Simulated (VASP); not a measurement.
Here is a VASP 6.6.1 calculation.

The input INCAR:

```
PREC = Accurate ; ENCUT = 600
EDIFF = 1E-6 ; ISMEAR = 0
SIGMA = 0.02 ; LREAL = False
LASPH = True ; NELM = 60
ALGO = Normal ; ISIF = 4
LWAVE = False ; LCHARG = False
GGA = PE ; IBRION = 2
NSW = 50 ; EDIFFG = -0.01
```

File KPOINTS:

```
regular mesh
0
Gamma
  6 6 2
```

The input POSCAR:

```
Be3ZnSe4
1.0
    3.7843580708      0.0000000292      0.0000000000
   -1.8921790607      3.2773502118      0.0000000000
    0.0000000000      0.0000000000     12.5345765192
Be Zn Se
3 1 4
Direct
    0.6666666667      0.3333333333      0.0125380000
    0.6666666667      0.3333333333      0.4928060000
    0.0000000000      0.0000000000      0.2531180000
    0.0000000000      0.0000000000      0.7562110000
    0.6666666667      0.3333333333      0.1939280000
    0.6666666667      0.3333333333      0.6729290000
    0.0000000000      0.0000000000      0.4343310000
    0.0000000000      0.0000000000      0.9541390000
```

Potentials or basis: VASP PAW PBE potentials, release 64 (Be, Zn, Se).

The run is started by

```sh
$ cat potpaw_PBE.64/Be/POTCAR potpaw_PBE.64/Zn/POTCAR potpaw_PBE.64/Se/POTCAR > POTCAR
$ mpirun -np 1 vasp_std > vasp.out
```

(1) Predict the band gap on the k mesh.

## Answers

(1) 2.52 eV, direct.
